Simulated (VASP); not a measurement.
Here is a VASP 6.6.1 calculation.

Contents of INCAR:

```
  PREC = Accurate
  ENCUT = 500
  EDIFF = 1E-6
  ISMEAR = 0
  SIGMA = 0.1
  LREAL = False
  LASPH = True
  NELM = 200
  ALGO = Normal
  ISIF = 2
  LWAVE = False
  LCHARG = True
  ISPIN = 2
  MAGMOM = 0 0 0 0 0 0 1.54 0.57
  LORBIT = 11
  LMAXMIX = 4
  GGA = PE
  LELF = True
  LVHAR = True
  NBANDS = 38
  GGA_COMPAT = False
```

The input KPOINTS:

```
regular mesh
0
Gamma
  8 8 4
```

The input POSCAR:

```
P7Ru
1.0
    4.5982036638      0.0000000000      0.0000000000
    0.0000000000      4.5982036638      0.0000000000
    0.0000000000      0.0000000000      8.9909147769
P Ru
7 1
Direct
    0.0000000000      0.5000000000      0.5000000000
    0.5000000000      0.0000000000      0.5000000000
    0.0000000000      0.0000000000      0.2352980809
    0.0000000000      0.0000000000      0.7647019191
    0.0000000000      0.0000000000      0.0000000000
    0.0000000000      0.0000000000      0.5000000000
    0.5000000000      0.5000000000      0.0000000000
    0.5000000000      0.5000000000      0.5000000000
```

Potentials or basis: VASP PAW PBE potentials, release 64 (P, Ru_pv).

The run is started by

```console
$ cat potpaw_PBE.64/P/POTCAR potpaw_PBE.64/Ru_pv/POTCAR > POTCAR
$ mpirun -np 1 vasp_std > vasp.out
```

(1) Predict the net moment.

(2) What does it give for the pressure?

(3) Predict the site moments.

Answers

(1) 2.53 μB per cell.

(2) -0.1 GPa.

(3) P -0.00, +0.05, -0.03, +0.78 (each value once); Ru +0.56 μB.
